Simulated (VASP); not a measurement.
# Ir (P6_3/mmc) in VASP: further runs

Runs on Ir. Level: PBEsol. Tasks: single point.

All numbers are computed with VASP 6.6.1; they aren't measurements. Logs are shortened: lines on timing, memory, paths and dates and some standing lists are left out, and cuts for length are marked.

## (1) The cell of the first run

It takes space group P6_3/mmc (No. 194, hexagonal). The conventional cell has a = 2.288 Å, b = 2.288 Å, c = 3.738 Å, α = 90.00°, β = 90.00°, γ = 120.00°. Within 3.0 Å of Ir (site symmetry -6m2) lie 12 Ir at 2.29 Å.

## (2) Single point, PBEsol (volume scaled by 0.6)

The input, INCAR:

```
SYSTEM = Ir
PREC = Accurate ; ENCUT = 520
EDIFF = 1E-6 ; ISMEAR = -1
SIGMA = 0.08 ; LREAL = .False.
LASPH = .True. ; NELM = 60
ALGO = Normal ; ISIF = 2
LWAVE = .False. ; LCHARG = .False.
GGA = PS ; NBANDS = 16
```

The input, KPOINTS:

```
regular mesh
0
Gamma
  16 16 9
  0 0 0
```

The input, POSCAR:

```
Ir
1.0
    2.2881836105      0.0000000000      0.0000000000
   -1.1440918053      1.9816251352      0.0000000000
    0.0000000000      0.0000000000      3.7375449941
Ir
2
Direct
    0.3333333333      0.6666666667      0.2500000000
    0.6666666667      0.3333333333      0.7500000000
```

Potentials or basis: VASP PAW PBE potentials, release 64 (Ir).

The run is started by

```bash
$ cat potpaw_PBE.64/Ir/POTCAR > POTCAR
$ mpirun -np 1 vasp_std > vasp.out
```

OUTCAR:

```text
SYSTEM = Ir
   PREC = Accurate
   ENCUT = 520
   EDIFF = 1E-6
   ISMEAR = -1
   LREAL = .False.
   LASPH = .True.
   NELM = 60
   ISIF = 2
   GGA = PS

 ion  position               nearest neighbor table
   1  0.333  0.667  0.250-   2 2.29   2 2.29   2 2.29   2 2.29   2 2.29   2 2.29   2 3.24   2 3.24
                             2 3.24   2 3.24   2 3.24   2 3.24
   2  0.667  0.333  0.750-   1 2.29   1 2.29   1 2.29   1 2.29   1 2.29   1 2.29   1 3.24   1 3.24
                             1 3.24   1 3.24   1 3.24   1 3.24

  LATTYP: Found a hexagonal cell.
 ALAT       =     2.2881836105
 C/A-ratio  =     1.6334113123

  Lattice vectors:

 A1 = (   2.2881836105,   0.0000000000,   0.0000000000)
 A2 = (  -1.1440918053,   1.9816251352,   0.0000000000)
 A3 = (   0.0000000000,   0.0000000000,   3.7375449941)

Analysis of symmetry for initial positions (statically):
=====================================================================
 Subroutine PRICEL returns:
 Original cell was already a primitive cell.

 Routine SETGRP: Setting up the symmetry group for a
 hexagonal supercell.

 Subroutine GETGRP returns: Found 24 space group operations
 (whereof 12 operations were pure point group operations)
 out of a pool of 24 trial point group operations.

The static configuration has the point symmetry D_3d.
 The point group associated with its full space group is D_6h.

Analysis of symmetry for dynamics (positions and initial velocities):
=====================================================================
 Subroutine PRICEL returns:
 Original cell was already a primitive cell.

 Routine SETGRP: Setting up the symmetry group for a
 hexagonal supercell.

 Subroutine GETGRP returns: Found 24 space group operations
 (whereof 12 operations were pure point group operations)
 out of a pool of 24 trial point group operations.

The dynamic configuration has the point symmetry D_3d.
 The point group associated with its full space group is D_6h.

 Subroutine INISYM returns: Found 24 space group operations
 (whereof 12 operations are pure point group operations),
 and found     1 'primitive' translations

----------------------------------------------------------------------------------------

                                     Primitive cell

  volume of cell :      16.9472

  direct lattice vectors                    reciprocal lattice vectors
     2.288183610  0.000000000  0.000000000     0.437027866  0.252318156  0.000000000
    -1.144091805  1.981625135  0.000000000     0.000000000  0.504636312  0.000000000
     0.000000000  0.000000000  3.737544994     0.000000000  0.000000000  0.267555307

  length of vectors
     2.288183610  2.288183611  3.737544994     0.504636312  0.504636312  0.267555307

  position of ions in fractional coordinates (direct lattice)
     0.333333333  0.666666667  0.250000000
     0.666666667  0.333333333  0.750000000

  ion indices of the primitive-cell ions
   primitive index   ion index
                 1           1
                 2           2

----------------------------------------------------------------------------------------

 KPOINTS: regular mesh

Automatic generation of k-mesh.
 Grid dimensions read from file:
 generate k-points for:   16   16    9

 Generating k-lattice:

  Cartesian coordinates                     Fractional coordinates (reciprocal lattice)
     0.027314242  0.015769885  0.000000000     0.062500000  0.000000000  0.000000000
     0.000000000  0.031539770  0.000000000     0.000000000  0.062500000  0.000000000
     0.000000000  0.000000000  0.029728367     0.000000000  0.000000000  0.111111111

  Length of vectors
     0.031539770  0.031539770  0.029728367

  Shift w.r.t. Gamma in fractional coordinates (k-lattice)
     0.000000000  0.000000000  0.000000000

 Subroutine IBZKPT returns following result:
 ===========================================

 Found    150 irreducible k-points:

 Following reciprocal coordinates:
            Coordinates               Weight
  0.000000  0.000000  0.000000      1.000000
  0.062500 -0.000000  0.000000      6.000000
  0.125000 -0.000000  0.000000      6.000000
  0.187500 -0.000000  0.000000      6.000000
  0.250000 -0.000000  0.000000      6.000000
  0.312500 -0.000000  0.000000      6.000000
[... 16 lines left out ...]
  0.187500  0.187500  0.000000      6.000000
  0.250000  0.187500  0.000000     12.000000
 [... further k-points ...]
   k-points           NKPTS =    150   k-points in BZ     NKDIM =    150   number of bands    NBANDS=     16
   number of dos      NEDOS =    301   number of ions     NIONS =      2
   total plane-waves  NPLWV =   9072
   dimension x,y,z NGX =    18 NGY =   18 NGZ =   28
   dimension x,y,z NGXF=    36 NGYF=   36 NGZF=   56
   ions per type =               2
   NGX,Y,Z   is equivalent  to a cutoff of  13.08, 13.08, 12.45 a.u.
   NGXF,Y,Z  is equivalent  to a cutoff of  26.16, 26.16, 24.91 a.u.
 SYSTEM =  Ir
   PREC   = accura    normal or accurate (medium, high low for compatibility)
   ISTART =      0    job   : 0-new  1-cont  2-samecut
   ICHARG =      2    charge: 1-file 2-atom 10-const
   ISPIN  =      1    spin polarized calculation?
   LNONCOLLINEAR =      F non collinear calculations
   LSORBIT =      F    spin-orbit coupling
   LASPH  =      T    aspherical Exc in radial PAW
   ENCUT  =  520.0 eV  38.22 Ry    6.18 a.u.   4.25  4.25  6.95*2*pi/ulx,y,z
   NELM   =     60;   NELMIN=  2; NELMDL= -5     # of ELM steps
   EDIFF  = 0.1E-05   stopping-criterion for ELM
   LREAL  =      F    real-space projection
   EDIFFG = 0.1E-04   stopping-criterion for IOM
   NSW    =      0    number of steps for IOM
   IBRION =     -1    ionic relax: 0-MD 1-quasi-New 2-CG
   NFREE  =      0    steps in history (QN), initial steepest desc. (CG)
   ISIF   =      2    stress and relaxation
   ISYM   =      2    0-nonsym 1-usesym 2-fastsym
   POTIM  = 0.5000    time-step for ionic-motion
   TEBEG  =    0.0;   TEEND  =   0.0 temperature during run
   PSTRESS=    0.0 pullay stress
   NELECT =      18.0000    total number of electrons
   NUPDOWN=      -1.0000    fix difference up-down
   EMIN   =  10.00;   EMAX   =-10.00  energy-range for DOS
   EFERMI =   0.00;   METHOD = LEGACY
   ISMEAR =    -1;   SIGMA  =   0.08  broadening in eV -4-tet -1-fermi 0-gaus
   EFERMI_NEDOS =   21; number of points for ismear=-14 and -15
   IALGO  =     38    algorithm
   IMIX   =      4    mixing-type and parameters
     AMIX     =   0.40;   BMIX     =  1.00
     AMIX_MAG =   1.60;   BMIX_MAG =  1.00
  volume/ion in A,a.u.               =       8.47        57.18
  Fermi-wavevector in a.u.,A,eV,Ry     =   1.670319  3.156445 37.959782  2.789965
  Thomas-Fermi vector in A             =   2.755837
   LORBIT       =      0    0 simple, 1 ext, 2 COOP (PROOUT), +10 PAW based schemes
   GGA     = PS    functional components
   LHFCALC =     F    Hartree Fock is set to
   AEXX    =    0.0000 exact exchange contribution
   IVDW    =     0    specifies the selected vdW correction
   LEPSILON=     F    determine dielectric tensor
   LRPA    =     F    only Hartree local field effects (RPA)
 non-spin polarized calculation
  energy-cutoff  :      520.00
  volume of cell :       16.95
 maximum number of plane-waves:       476
 NGX is ok and might be reduce to    18

 number of electron      18.0000004 magnetization

 Free energy of the ion-electron system (eV)
  ---------------------------------------------------
  ext. energy  EPLUGINS =         0.00000000
  ---------------------------------------------------
  free energy    TOTEN  =        -4.59802454 eV

  energy without entropy =       -4.57687368  energy(sigma->0) =       -4.58744911

 E-fermi :  22.0245     XC(G=0): -17.2537

 val. band max:       22.0243459713   @ k =   0.5000  -0.0000   0.2222
 cond. band min:      22.0258428686   @ k =   0.3750   0.1250   0.2222
 fundamental gap:      0.0014968974
 Fermi energy:        22.0245356618

 k-point     1 :       0.0000    0.0000    0.0000
  band No.  band energies     occupation
      1       4.4497      2.00000
      2       6.3765      2.00000
      3      13.2594      2.00000
      4      13.5010      2.00000
      5      13.5010      2.00000
      6      15.0066      2.00000
[... 8 lines left out ...]
     15      36.7392      0.00000
     16      41.2159      0.00000

 k-point     2 :       0.0625   -0.0000    0.0000
  band No.  band energies     occupation
      1       4.7419      2.00000
      2       6.6484      2.00000
      3      12.7000      2.00000
      4      13.7669      2.00000
      5      13.9677      2.00000
      6      14.8071      2.00000
[... 8 lines left out ...]
     15      37.1614      0.00000
     16      41.3694      0.00000

 k-point     3 :       0.1250   -0.0000    0.0000
  band No.  band energies     occupation
      1       5.5512      2.00000
      2       7.3547      2.00000
      3      11.9374      2.00000
      4      14.1718      2.00000
      5      14.5528      2.00000
      6      14.8207      2.00000
[... 8 lines left out ...]
     15      38.2132      0.00000
     16      42.1118      0.00000

 k-point     4 :       0.1875   -0.0000    0.0000
  band No.  band energies     occupation
      1       6.6515      2.00000
      2       8.0440      2.00000
      3      11.5178      2.00000
      4      13.0105      2.00000
      5      13.6629      2.00000
      6      15.2691      2.00000
[... 8 lines left out ...]
     15      38.9863      0.00000
     16      41.9716      0.00000
[... 324 lines left out ...]
 k-point    22 :       0.4375    0.1250    0.0000
  band No.  band energies     occupation
      1       7.2041      2.00000
      2       7.4840      2.00000
      3       8.9847      2.00000
      4      12.7894      2.00000
      5      14.5230      2.00000
      6      15.2619      2.00000
[... 8 lines left out ...]
     15      35.7151      0.00000
     16      39.4114      0.00000

 k-point    23 :       0.1875    0.1875    0.0000
  band No.  band energies     occupation
      1       9.2936      2.00000
      2       9.6406      2.00000
      3       9.8301      2.00000
      4      10.2867      2.00000
      5      12.7656      2.00000
      6      14.0650      2.00000
[... 8 lines left out ...]
     15      39.0692      0.00000
     16      39.5833      0.00000

 k-point    24 :       0.2500    0.1875    0.0000
  band No.  band energies     occupation
      1       8.5894      2.00000
      2       9.1185      2.00000
      3       9.9007      2.00000
      4      11.6747      2.00000
      5      12.5189      2.00000
      6      14.8100      2.00000
[... 8 lines left out ...]
     15      37.9387      0.00000
     16      38.3406      0.00000

 [... further k-points ...]
[... 5 lines left out ...]
  --------------------------------------------------------------------------------------
  -------------------------------------------------------------------------------------
  Total       71.8911762     71.8911762     72.0081001     -0.0000000     -0.0000000      0.0000000
  in kB     6796.5320439   6796.5320437   6807.5859340     -0.0000002     -0.0000000      0.0000000
  external PRESSURE =    6800.2166739 kB  Pullay stress =       0.0000000 kB

 VOLUME and BASIS-vectors are now :
 -----------------------------------------------------------------------------
  energy-cutoff  :      520.00
  volume of cell :       16.95
      direct lattice vectors                 reciprocal lattice vectors
     2.288183610  0.000000000  0.000000000     0.437027866  0.252318156  0.000000000
    -1.144091805  1.981625135  0.000000000     0.000000000  0.504636312  0.000000000
     0.000000000  0.000000000  3.737544994     0.000000000  0.000000000  0.267555307

 POSITION                                       TOTAL-FORCE (eV/Angst)
 -----------------------------------------------------------------------------------
     -0.00000      1.32108      0.93439         0.000000      0.000000      0.000000
      1.14409      0.66054      2.80316        -0.000000     -0.000000      0.000000
 -----------------------------------------------------------------------------------
    total drift:                                0.000000     -0.000000     -0.000000

  FREE ENERGIE OF THE ION-ELECTRON SYSTEM (eV)
  ---------------------------------------------------
  free  energy   TOTEN  =        -4.5980245434 eV

  energy  without entropy=       -4.5768736758  energy(sigma->0) =       -4.58744911
```

Wall time 32 s (1 thread of Intel Xeon 6975P-C (Granite Rapids), shared host); peak memory 0.15 GiB.

The run converged, but its numbers aren't listed here, since they failed a check.

Caveat: the cell differs from its parent crystal (volume scaled by 0.6); the PAW data sets were made with another functional, which shifts forces and pressure a little; spin-orbit coupling is left out, which moves the levels of the heavy elements.

## (3) Single point, PBEsol

This run uses another cell than the first one, of 9.60 Å³/atom, 1.133 times its volume.

The input, INCAR:

```
SYSTEM = Ir
PREC     = Accurate       ! precision mode
ENCUT    = 520            ! plane-wave cutoff, eV
EDIFF    = 1E-7           ! SCF threshold, eV
ISMEAR   = -1             ! smearing method
SIGMA    = 0.08           ! smearing width, eV
LREAL    = .False.        ! projectors in reciprocal space
LASPH    = .True.         ! aspherical terms in the spheres
NELM     = 100            ! most SCF steps
ALGO     = Normal         ! electronic algorithm
ISIF     = 2              ! what is computed and relaxed
LWAVE    = .False.        ! write WAVECAR
LCHARG   = .True.         ! write CHGCAR
GGA      = PS             ! functional
LELF     = .True.         ! ELF
LVHAR    = .True.       
NBANDS   = 16             ! bands
```

The input, KPOINTS:

```
Automatic mesh
0
Gamma
  16 16 9
  0 0 0
```

The input, POSCAR:

```
Ir
1.0
    2.3866999356      0.0000000000      0.0000000000
   -1.1933499678      2.0669427754      0.0000000000
    0.0000000000      0.0000000000      3.8934104508
Ir
2
Direct
    0.3333333333      0.6666666667      0.2500000000
    0.6666666667      0.3333333333      0.7500000000
```

Potentials or basis: VASP PAW PBE potentials, release 64 (Ir).

The run is started by

```bash
$ cat potpaw_PBE.64/Ir/POTCAR > POTCAR
$ mpirun -np 1 vasp_std > vasp.out
```

It took 36 s on 1 thread of Intel Xeon 6975P-C (Granite Rapids), shared host; peak memory 0.16 GiB.

Results (log left out):

| Property | Result |
| --- | --- |
| Free energy | -11.9359 eV |
| Pressure | 386.3 GPa |
| Band gap on the k mesh | zero (band 9 reaches 20.65 eV, above the bottom of band 10 at 14.64 eV) |

Stress tensor (GPa, compression positive):
```
386.16   0.00   0.00
  0.00 386.16   0.00
  0.00   0.00 386.57
```

Levels at points of the mesh, in eV from the Fermi level:
```
           k point  band 6  band 7  band 8  band 9  band 10  band 11  band 12  band 13
(0.00, 0.00, 0.00)   -5.84   -5.84   -4.29   -4.29    -1.58     0.37     0.37    11.16
(0.50, 0.00, 0.00)   -5.32   -5.24    1.55    1.98     2.35     5.17     7.08    11.53
```

Caveat: the PAW data sets were made with another functional, which shifts forces and pressure a little; spin-orbit coupling is left out, which moves the levels of the heavy elements.

## (4) Single point, PBEsol

The input, INCAR:

```
  PREC = Accurate
  ENCUT = 520
  EDIFF = 1E-7
  ISMEAR = -1
  SIGMA = 0.08
  LREAL = False
  LASPH = True
  NELM = 60
  ALGO = Normal
  ISIF = 2
  LWAVE = False
  LCHARG = False
  GGA = PS
  NBANDS = 16
```

The input, KPOINTS:

```
regular mesh
0
Gamma
  16 16 9
```

POSCAR is that of step 3.

The run is started by

```bash
$ cat potpaw_PBE.64/Ir/POTCAR > POTCAR
$ mpirun -np 1 vasp_std > vasp.out
```

It took 37 s on 1 thread of Intel Xeon 6975P-C (Granite Rapids), shared host; peak memory 0.16 GiB.

The run converged. Its results:

```
Free energy            : -11.9359 eV
Pressure               : 386.3 GPa
Band gap on the k mesh : zero (band 9 reaches 20.65 eV, above the bottom of band 10 at 14.64 eV)
```

Stress tensor (GPa, compression positive):
```
386.16   0.00   0.00
  0.00 386.16   0.00
  0.00   0.00 386.57
```

Levels at points of the mesh, in eV from the Fermi level:
```tsv
k point	band 7	band 8	band 9	band 10	band 11	band 12
(0.00, 0.00, 0.00)	-5.84	-4.29	-4.29	-1.58	0.37	0.37
(0.50, 0.00, 0.00)	-5.24	1.55	1.98	2.35	5.17	7.08
```

Caveat: the PAW data sets were made with another functional, which shifts forces and pressure a little; spin-orbit coupling is left out, which moves the levels of the heavy elements.

(Part 1 of 2 ends here.)
